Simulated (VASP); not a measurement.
A run of VASP 6.6.1 is set up as follows.

INCAR

```
SYSTEM = SrO
PREC = Accurate ; ENCUT = 600
EDIFF = 1E-6 ; ISMEAR = 1
SIGMA = 0.1 ; LREAL = .FALSE.
LASPH = .TRUE. ; NELM = 120
ALGO = Normal ; ISIF = 2
LWAVE = .FALSE. ; LCHARG = .FALSE.
GGA = LIBXC ; LIBXC1 = GGA_X_B88
LIBXC2 = GGA_C_PBE ; NBANDS = 15
GGA_COMPAT = .FALSE.
```

KPOINTS

```
Automatic mesh
0
G
  9 9 9
  0 0 0
```

The input POSCAR:

```
SrO
1.0
    0.0000000000      2.6166323862      2.6166323862
    2.6166323862      0.0000000000      2.6166323862
    2.6166323862      2.6166323862      0.0000000000
Sr O
1 1
Direct
    0.5000000000      0.5000000000      0.5000000000
    0.0000000000      0.0000000000      0.0000000000
```

Potentials or basis: VASP PAW PBE potentials, release 64 (Sr_sv, O).

Run with:

```sh
$ cat potpaw_PBE.64/Sr_sv/POTCAR potpaw_PBE.64/O/POTCAR > POTCAR
$ mpirun -np 1 vasp_std > vasp.out
```

Problem. Predict the pressure.

Solution. -1.5 GPa.

Problem. Predict the band gap on the k mesh.

Solution. 3.38 eV (least direct gap 3.50 eV).

Caveat: the PAW data sets were made with another functional, which shifts forces and pressure a little; an odd mesh through Γ misses points on the zone boundary, where band edges can lie.
